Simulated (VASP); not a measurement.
P: single point with LDA

The system is P.

```xyz
1
Lattice="0.0000 1.4606 1.4606 1.4606 0.0000 1.4606 1.4606 1.4606 0.0000" Properties=species:S:1:pos:R:3 pbc="T T T"
P     0.0000    0.0000    0.0000
```

This cell differs from its parent crystal: volume scaled by 0.45, source ansatz.

```yaml
Program: VASP 6.6.1
Task: single point
Functional: LDA
Potentials_or_basis: VASP PAW LDA potentials, release 64 (P)
Cutoff: 520 eV
k_mesh: 17 × 17 × 17
Occupations: fermi-dirac, width 0.1 eV
Spin: no spin polarisation
Dipole_correction: no
Further_INCAR_settings: ALGO = Normal; EDIFF = 1e-06; NBANDS = 8
```

| Item | Value |
| --- | --- |
| Pressure | 383.0 GPa |

Levels at points of the mesh, in eV from the Fermi level:
| k point | band 1 | band 2 | band 3 | band 4 | band 5 | band 6 | band 7 |
| --- | --- | --- | --- | --- | --- | --- | --- |
| (0.00, 0.00, 0.00) | -28.48 | 13.38 | 13.38 | 13.38 | 18.47 | 18.47 | 18.47 |

It took 2.8 s on 1 thread of Intel(R) Xeon(R) Platinum 8488C (Sapphire Rapids), on a shared host, peak memory 0.1 GiB.
